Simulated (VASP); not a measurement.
# TiSn3O8 in VASP: further runs

TiSn3O8 is run at these levels: PBE; tasks: single point.

Program: VASP 6.6.1. These are calculated values, not measurements. Logs are shortened: lines on timing, memory, paths and dates and some standing lists are left out, and cuts for length are marked.

### Step 1. The cell of the first run

The structure is orthorhombic, space group Cmmm (No. 65). Conventional cell: a = 6.751 Å, b = 6.762 Å, c = 6.361 Å, α = 90.00°, β = 90.00°, γ = 90.00°. Ti (site symmetry mmm) has 6 O at 1.99 to 2.00 Å within 2.6 Å. Within 2.7 Å of Sn (site symmetry mmm) lie 6 O at 2.07 to 2.10 Å. Within 2.8 Å of Sn (site symmetry mm2) lie 6 O at 2.08 to 2.10 Å. Within 3.0 Å of O (site symmetry 2mm) lie 1 Ti at 2.00 Å and 2 Sn at 2.08 Å and 9 O at 2.74 to 2.93 Å. Within 2.7 Å of O (site symmetry 2mm) lie 3 Sn at 2.07 to 2.08 Å and 1 O at 2.62 Å. Within 2.6 Å of O (site symmetry m) lie 1 Ti at 1.99 Å and 2 Sn at 2.10 Å and 1 O at 2.56 Å.

### Step 2. Single point, PBE

Contents of INCAR:

```
SYSTEM = TiSn3O8
PREC = Accurate
ENCUT = 520
EDIFF = 1E-7
ISMEAR = 0
SIGMA = 0.1
LREAL = .FALSE.
LASPH = .TRUE.
NELM = 60
ALGO = Normal
ISIF = 2
LWAVE = .FALSE.
LCHARG = .FALSE.
GGA = PE
NBANDS = 63
```

Contents of KPOINTS:

```
regular mesh
0
G
  4 4 2
  0 0 0
```

Contents of POSCAR:

```
TiSn3O8
1.0
    3.3756099922     -3.3811450153      0.0000000000
    3.3756099922      3.3811450153      0.0000000000
    0.0000000000      0.0000000000      6.3606843753
Ti Sn O
1 3 8
Direct
    0.5000000000      0.5000000000      0.0000000000
    0.5000000000      0.5000000000      0.5000000000
    0.0000000000      0.0000000000      0.7546795806
    0.0000000000      0.0000000000      0.2453204194
    0.2030526907      0.2030526907      0.0000000000
    0.1937833285      0.1937833285      0.5000000000
    0.7969473093      0.7969473093      0.0000000000
    0.8062166715      0.8062166715      0.5000000000
    0.6896270284      0.3103729716      0.7616384517
    0.6896270284      0.3103729716      0.2383615483
    0.3103729716      0.6896270284      0.7616384517
    0.3103729716      0.6896270284      0.2383615483
```

Potentials or basis: VASP PAW PBE potentials, release 64 (Ti_sv, Sn_d, O).

Run with:

```sh
> cat potpaw_PBE.64/Ti_sv/POTCAR potpaw_PBE.64/Sn_d/POTCAR potpaw_PBE.64/O/POTCAR > POTCAR
> mpirun -np 1 vasp_std > vasp.out
```

OUTCAR:

```text
SYSTEM = TiSn3O8
   PREC = Accurate
   ENCUT = 520
   EDIFF = 1E-7
   ISMEAR = 0
   LREAL = .FALSE.
   LASPH = .TRUE.
   NELM = 60
   ISIF = 2
   GGA = PE

 ion  position               nearest neighbor table
   1  0.500  0.500  0.000-   9 1.99  10 1.99  11 1.99  12 1.99   5 2.00   7 2.00   2 3.18   2 3.18

   2  0.500  0.500  0.500-   6 2.07   8 2.07   9 2.10  10 2.10  11 2.10  12 2.10   1 3.18   1 3.18
                             4 3.74   3 3.74   3 3.74   4 3.74   3 3.75   4 3.75   3 3.75   4 3.75
   3  0.000  0.000  0.755-   5 2.08   7 2.08   6 2.08   8 2.08   9 2.10  11 2.10   4 3.12   4 3.24
                             2 3.74   2 3.74   2 3.75   2 3.75
   4  0.000  0.000  0.245-   5 2.08   7 2.08   6 2.08   8 2.08  10 2.10  12 2.10   3 3.12   3 3.24
                             2 3.74   2 3.74   2 3.75   2 3.75
   5  0.203  0.203  0.000-   1 2.00   3 2.08   4 2.08
   6  0.194  0.194  0.500-   2 2.07   3 2.08   4 2.08
   7  0.797  0.797  0.000-   1 2.00   3 2.08   4 2.08
   8  0.806  0.806  0.500-   2 2.07   3 2.08   4 2.08
   9  0.690  0.310  0.762-   1 1.99   3 2.10   2 2.10
  10  0.690  0.310  0.238-   1 1.99   4 2.10   2 2.10
  11  0.310  0.690  0.762-   1 1.99   3 2.10   2 2.10
  12  0.310  0.690  0.238-   1 1.99   4 2.10   2 2.10

  LATTYP: Found a base centered orthorhombic cell.
 ALAT       =     6.7512199844
 B/A-ratio  =     1.0016397105
 C/A-ratio  =     0.9421533278

  Lattice vectors:

 A1 = (   3.3756099922,  -3.3811450153,   0.0000000000)
 A2 = (   3.3756099922,   3.3811450153,   0.0000000000)
 A3 = (   0.0000000000,   0.0000000000,   6.3606843753)

Analysis of symmetry for initial positions (statically):
=====================================================================
 Subroutine PRICEL returns:
 Original cell was already a primitive cell.

 Routine SETGRP: Setting up the symmetry group for a
 base centered orthorhombic supercell.

 Subroutine GETGRP returns: Found  8 space group operations
 (whereof  8 operations were pure point group operations)
 out of a pool of  8 trial point group operations.

The static configuration has the point symmetry D_2h.

Analysis of symmetry for dynamics (positions and initial velocities):
=====================================================================
 Subroutine PRICEL returns:
 Original cell was already a primitive cell.

 Routine SETGRP: Setting up the symmetry group for a
 base centered orthorhombic supercell.

 Subroutine GETGRP returns: Found  8 space group operations
 (whereof  8 operations were pure point group operations)
 out of a pool of  8 trial point group operations.

The dynamic configuration has the point symmetry D_2h.

 Subroutine INISYM returns: Found  8 space group operations
 (whereof  8 operations are pure point group operations),
 and found     1 'primitive' translations

----------------------------------------------------------------------------------------

                                     Primitive cell

  volume of cell :     145.1944

  direct lattice vectors                    reciprocal lattice vectors
     3.375609992 -3.381145015  0.000000000     0.148121377 -0.147878898  0.000000000
     3.375609992  3.381145015  0.000000000     0.148121377  0.147878898  0.000000000
     0.000000000  0.000000000  6.360684375     0.000000000  0.000000000  0.157215787

  length of vectors
     4.777748888  4.777748888  6.360684375     0.209303872  0.209303872  0.157215787

  position of ions in fractional coordinates (direct lattice)
     0.500000000  0.500000000  0.000000000
     0.500000000  0.500000000  0.500000000
     0.000000000  0.000000000  0.754679581
     0.000000000  0.000000000  0.245320419
     0.203052691  0.203052691  0.000000000
     0.193783328  0.193783328  0.500000000
     0.796947309  0.796947309  0.000000000
     0.806216672  0.806216672  0.500000000
     0.689627028  0.310372972  0.761638452
     0.689627028  0.310372972  0.238361548
     0.310372972  0.689627028  0.761638452
     0.310372972  0.689627028  0.238361548

  ion indices of the primitive-cell ions
   primitive index   ion index
                 1           1
                 2           2
                 3           3
                 4           4
                 5           5
                 6           6
                 7           7
                 8           8
                 9           9
                10          10
                11          11
                12          12

----------------------------------------------------------------------------------------

 KPOINTS: regular mesh

Automatic generation of k-mesh.
 Grid dimensions read from file:
 generate k-points for:    4    4    2

 Generating k-lattice:

  Cartesian coordinates                     Fractional coordinates (reciprocal lattice)
     0.037030344 -0.036969725  0.000000000     0.250000000  0.000000000  0.000000000
     0.037030344  0.036969725  0.000000000     0.000000000  0.250000000  0.000000000
     0.000000000  0.000000000  0.078607894     0.000000000  0.000000000  0.500000000

  Length of vectors
     0.052325968  0.052325968  0.078607894

  Shift w.r.t. Gamma in fractional coordinates (k-lattice)
     0.000000000  0.000000000  0.000000000

 Subroutine IBZKPT returns following result:
 ===========================================

 Found     14 irreducible k-points:

 Following reciprocal coordinates:
            Coordinates               Weight
  0.000000  0.000000  0.000000      1.000000
  0.250000 -0.000000  0.000000      4.000000
  0.500000 -0.000000  0.000000      2.000000
  0.250000  0.250000  0.000000      2.000000
  0.500000  0.250000  0.000000      4.000000
 -0.250000  0.250000  0.000000      2.000000
  0.500000  0.500000  0.000000      1.000000
  0.000000  0.000000  0.500000      1.000000
  0.250000 -0.000000  0.500000      4.000000
  0.500000 -0.000000  0.500000      2.000000
  0.250000  0.250000  0.500000      2.000000
  0.500000  0.250000  0.500000      4.000000
 -0.250000  0.250000  0.500000      2.000000
  0.500000  0.500000  0.500000      1.000000
   k-points           NKPTS =     14   k-points in BZ     NKDIM =     14   number of bands    NBANDS=     63
   number of dos      NEDOS =    301   number of ions     NIONS =     12
   total plane-waves  NPLWV =  62208
   dimension x,y,z NGX =    36 NGY =   36 NGZ =   48
   dimension x,y,z NGXF=    72 NGYF=   72 NGZF=   96
   ions per type =               1   3   8
   NGX,Y,Z   is equivalent  to a cutoff of  12.53, 12.53, 12.55 a.u.
   NGXF,Y,Z  is equivalent  to a cutoff of  25.05, 25.05, 25.09 a.u.
 SYSTEM =  TiSn3O8
   PREC   = accura    normal or accurate (medium, high low for compatibility)
   ISTART =      0    job   : 0-new  1-cont  2-samecut
   ICHARG =      2    charge: 1-file 2-atom 10-const
   ISPIN  =      1    spin polarized calculation?
   LNONCOLLINEAR =      F non collinear calculations
   LSORBIT =      F    spin-orbit coupling
   LASPH  =      T    aspherical Exc in radial PAW
   ENCUT  =  520.0 eV  38.22 Ry    6.18 a.u.   8.88  8.88 11.83*2*pi/ulx,y,z
   NELM   =     60;   NELMIN=  2; NELMDL= -5     # of ELM steps
   EDIFF  = 0.1E-06   stopping-criterion for ELM
   LREAL  =      F    real-space projection
   EDIFFG = 0.1E-05   stopping-criterion for IOM
   NSW    =      0    number of steps for IOM
   IBRION =     -1    ionic relax: 0-MD 1-quasi-New 2-CG
   NFREE  =      0    steps in history (QN), initial steepest desc. (CG)
   ISIF   =      2    stress and relaxation
   ISYM   =      2    0-nonsym 1-usesym 2-fastsym
   POTIM  = 0.5000    time-step for ionic-motion
   TEBEG  =    0.0;   TEEND  =   0.0 temperature during run
   PSTRESS=    0.0 pullay stress
   NELECT =     102.0000    total number of electrons
   NUPDOWN=      -1.0000    fix difference up-down
   EMIN   =  10.00;   EMAX   =-10.00  energy-range for DOS
   EFERMI =   0.00;   METHOD = LEGACY
   ISMEAR =     0;   SIGMA  =   0.10  broadening in eV -4-tet -1-fermi 0-gaus
   EFERMI_NEDOS =   21; number of points for ismear=-14 and -15
   IALGO  =     38    algorithm
   IMIX   =      4    mixing-type and parameters
     AMIX     =   0.40;   BMIX     =  1.00
     AMIX_MAG =   1.60;   BMIX_MAG =  1.00
  volume/ion in A,a.u.               =      12.10        81.65
  Fermi-wavevector in a.u.,A,eV,Ry     =   1.455319  2.750154 28.816513  2.117954
  Thomas-Fermi vector in A             =   2.572368
   LORBIT       =      0    0 simple, 1 ext, 2 COOP (PROOUT), +10 PAW based schemes
   GGA     = PE    functional components
   LHFCALC =     F    Hartree Fock is set to
   AEXX    =    0.0000 exact exchange contribution
   IVDW    =     0    specifies the selected vdW correction
   LEPSILON=     F    determine dielectric tensor
   LRPA    =     F    only Hartree local field effects (RPA)
 non-spin polarized calculation
 Gauss-broadening in eV      SIGMA  =   0.10
  energy-cutoff  :      520.00
  volume of cell :      145.19
 maximum number of plane-waves:      3976
   NGX = 17   NGY = 17   NGZ = 23

 number of electron     102.0000006 magnetization

 Free energy of the ion-electron system (eV)
  ---------------------------------------------------
  ext. energy  EPLUGINS =         0.00000000
  ---------------------------------------------------
  free energy    TOTEN  =       -82.52476382 eV

  energy without entropy =      -82.52476382  energy(sigma->0) =      -82.52476382

 E-fermi :   5.9922     XC(G=0): -11.0457

 val. band max:        5.3950134687   @ k =   0.0000   0.0000   0.0000
 cond. band min:       7.1278381425   @ k =   0.5000   0.5000   0.0000
 fundamental gap:      1.7328246738
 Fermi energy:         5.9921733849

 k-point     1 :       0.0000    0.0000    0.0000
  band No.  band energies     occupation
      1     -51.6236      2.00000
      2     -27.9033      2.00000
      3     -27.8537      2.00000
      4     -27.7509      2.00000
      5     -15.6573      2.00000
      6     -15.5676      2.00000
[... 55 lines left out ...]
     62      14.9593      0.00000
     63      15.1209      0.00000

 k-point     2 :       0.2500   -0.0000    0.0000
  band No.  band energies     occupation
      1     -51.6236      2.00000
      2     -27.9032      2.00000
      3     -27.8540      2.00000
      4     -27.7512      2.00000
      5     -15.6939      2.00000
      6     -15.5100      2.00000
[... 55 lines left out ...]
     62      14.3122      0.00000
     63      14.3353      0.00000

 k-point     3 :       0.5000   -0.0000    0.0000
  band No.  band energies     occupation
      1     -51.6236      2.00000
      2     -27.9031      2.00000
      3     -27.8543      2.00000
      4     -27.7516      2.00000
      5     -15.7225      2.00000
      6     -15.4421      2.00000
[... 715 lines left out ...]
     62      13.9021      0.00000
     63      14.3254      0.00000

 k-point    14 :       0.5000    0.5000    0.5000
  band No.  band energies     occupation
      1     -51.6235      2.00000
      2     -27.9038      2.00000
      3     -27.8548      2.00000
      4     -27.7522      2.00000
      5     -15.4146      2.00000
      6     -15.2589      2.00000
[... 55 lines left out ...]
     62      14.3577      0.00000
     63      14.5669      0.00000

------------------------ aborting loop because EDIFF is reached ----------------------------------------

  FORCE on cell =-STRESS in cart. coord.  units (eV):
  Direction    XX          YY          ZZ          XY          YZ          ZX
  --------------------------------------------------------------------------------------
  -------------------------------------------------------------------------------------
  Total        0.4028320      0.4063689      0.8251062      0.0000000      0.0000000      0.0000000
  in kB        4.4451323      4.4841605      9.1048025      0.0000000      0.0000000      0.0000000
  external PRESSURE =       6.0113651 kB  Pullay stress =       0.0000000 kB

 VOLUME and BASIS-vectors are now :
 -----------------------------------------------------------------------------
  energy-cutoff  :      520.00
  volume of cell :      145.19
      direct lattice vectors                 reciprocal lattice vectors
     3.375609992 -3.381145015  0.000000000     0.148121377 -0.147878898  0.000000000
     3.375609992  3.381145015  0.000000000     0.148121377  0.147878898  0.000000000
     0.000000000  0.000000000  6.360684375     0.000000000  0.000000000  0.157215787

 POSITION                                       TOTAL-FORCE (eV/Angst)
 -----------------------------------------------------------------------------------
      3.37561      0.00000      0.00000        -0.000000     -0.000000      0.000000
      3.37561      0.00000      3.18034        -0.000000     -0.000000      0.000000
      0.00000      0.00000      4.80028        -0.000000     -0.000000      0.009992
      0.00000      0.00000      1.56041        -0.000000     -0.000000     -0.009992
      1.37085      0.00000      0.00000         0.034354     -0.000000      0.000000
      1.30827      0.00000      3.18034         0.013479     -0.000000      0.000000
      5.38037      0.00000      0.00000        -0.034354     -0.000000      0.000000
      5.44295      0.00000      3.18034        -0.013479     -0.000000      0.000000
      3.37561     -1.28231      4.84454        -0.000000     -0.019135     -0.005437
      3.37561     -1.28231      1.51614        -0.000000     -0.019135      0.005437
      3.37561      1.28231      4.84454        -0.000000      0.019135     -0.005437
      3.37561      1.28231      1.51614        -0.000000      0.019135      0.005437
 -----------------------------------------------------------------------------------
    total drift:                                0.000000      0.000000      0.000000

  FREE ENERGIE OF THE ION-ELECTRON SYSTEM (eV)
  ---------------------------------------------------
  free  energy   TOTEN  =       -82.5247638207 eV

  energy  without entropy=      -82.5247638207  energy(sigma->0) =      -82.52476382
```

Run time: 83 s. Hardware: 1 thread of Intel Xeon 6975P-C (Granite Rapids), shared host; peak memory 0.29 GiB.

Results:

```yaml
Free_energy: -82.5248 eV
Pressure: 0.6 GPa
Largest_force: 0.034 eV/Å
Band_gap_on_the_k_mesh: 1.73 eV (least direct gap 1.84 eV)
```

Forces in eV/Å, atoms in the order of the input:
```
Ti   0.000  0.000  0.000
Sn   0.000  0.000  0.000
Sn   0.000  0.000  0.010
Sn   0.000  0.000 -0.010
O    0.034  0.000  0.000
O    0.013  0.000  0.000
O   -0.034  0.000  0.000
O   -0.013  0.000  0.000
O    0.000 -0.019 -0.005
O    0.000 -0.019  0.005
O    0.000  0.019 -0.005
O    0.000  0.019  0.005
```

Stress tensor (GPa, compression positive):
```
0.44 0.00 0.00
0.00 0.45 0.00
0.00 0.00 0.91
```

Caveat: the k points lie up to 0.49 Å⁻¹ apart; spin-orbit coupling is left out, which moves the levels of the heavy elements. A k mesh can miss the band edges.

### Step 3. Single point, PBE

Contents of INCAR:

```
  PREC = Accurate
  ENCUT = 520
  EDIFF = 1E-6
  ISMEAR = 0
  SIGMA = 0.1
  LREAL = False
  LASPH = True
  NELM = 100
  ALGO = Normal
  ISIF = 2
  LWAVE = False
  LCHARG = False
  GGA = PE
  NBANDS = 63
```

Contents of KPOINTS:

```
regular mesh
0
Gamma
  4 4 2
```

Contents of POSCAR:

```
TiSn3O8
1.0
    3.3737833734     -3.3801087105      0.0000262753
    3.3745674213      3.3809284432      0.0000521932
    0.0000560296      0.0000237481      6.3636994810
Ti Sn O
1 3 8
Direct
    0.4999840844      0.5000228861     -0.0000066263
    0.5000103616      0.4999879507      0.4999980505
   -0.0000045028      0.0000085450      0.7547286338
   -0.0000020248      0.0000031130      0.2452728431
    0.2031917477      0.2030651260     -0.0000008051
    0.1938623090      0.1937122712      0.5000002351
    0.7968132216      0.7969270897      0.0000023687
    0.8061448440      0.8062834466      0.5000042242
    0.6897347218      0.3103999223      0.7615721367
    0.6897276722      0.3103895278      0.2384227597
    0.3102708690      0.6896030262      0.7615776629
    0.3102666961      0.6895970954      0.2384285167
```

Potentials or basis: VASP PAW PBE potentials, release 64 (Ti_sv, Sn_d, O).

Run with:

```sh
> cat potpaw_PBE.64/Ti_sv/POTCAR potpaw_PBE.64/Sn_d/POTCAR potpaw_PBE.64/O/POTCAR > POTCAR
> mpirun -np 1 vasp_std > vasp.out
```

Wall time 1.8 min (1 thread of Intel Xeon 6975P-C (Granite Rapids), shared host); peak memory 0.31 GiB.

It converged, with:

```
Free energy            : -82.5249 eV
Pressure               : 0.6 GPa
Largest force          : 0.026 eV/Å
Band gap on the k mesh : 1.73 eV (least direct gap 1.84 eV)
```

Forces on the atoms (eV/Å):
```
Ti   0.000 -0.001  0.001
Sn   0.000  0.000  0.000
Sn   0.000  0.000 -0.003
Sn   0.000  0.000  0.004
O    0.026  0.000  0.000
O    0.009  0.000  0.000
O   -0.026  0.000  0.000
O   -0.009  0.000  0.000
O    0.000 -0.013  0.003
O    0.000 -0.013 -0.003
O    0.000  0.013  0.002
O    0.000  0.013 -0.003
```

Stress tensor (GPa, compression positive):
```
 0.53 -0.01  0.00
-0.01  0.44  0.00
 0.00  0.00  0.79
```

Levels at points of the mesh, in eV from the valence-band top:
| k point | band 49 | band 50 | band 51 | band 52 | band 53 | band 54 |
| --- | --- | --- | --- | --- | --- | --- |
| (0.00, 0.00, 0.00) | -0.69 | -0.66 | 0.00 | 1.84 | 2.15 | 3.06 |
| (0.50, 0.00, 0.00) | -0.77 | -0.62 | -0.59 | 2.25 | 2.86 | 2.89 |
| (0.00, 0.50, 0.00) | -0.77 | -0.62 | -0.59 | 2.25 | 2.86 | 2.89 |
| (0.50, 0.50, 0.00) | -0.84 | -0.78 | -0.77 | 1.73 | 2.89 | 3.10 |
| (0.00, 0.00, 0.50) | -0.64 | -0.63 | -0.35 | 2.39 | 3.04 | 3.14 |
| (0.50, 0.00, 0.50) | -0.80 | -0.70 | -0.68 | 2.58 | 2.66 | 2.95 |
| (0.00, 0.50, 0.50) | -0.80 | -0.70 | -0.69 | 2.58 | 2.66 | 2.95 |
| (0.50, 0.50, 0.50) | -0.80 | -0.76 | -0.74 | 2.59 | 2.70 | 3.11 |

Caveat: the k points lie up to 0.49 Å⁻¹ apart; spin-orbit coupling is left out, which moves the levels of the heavy elements. A k mesh can miss the band edges.

(Continued in part 2 of 2.)
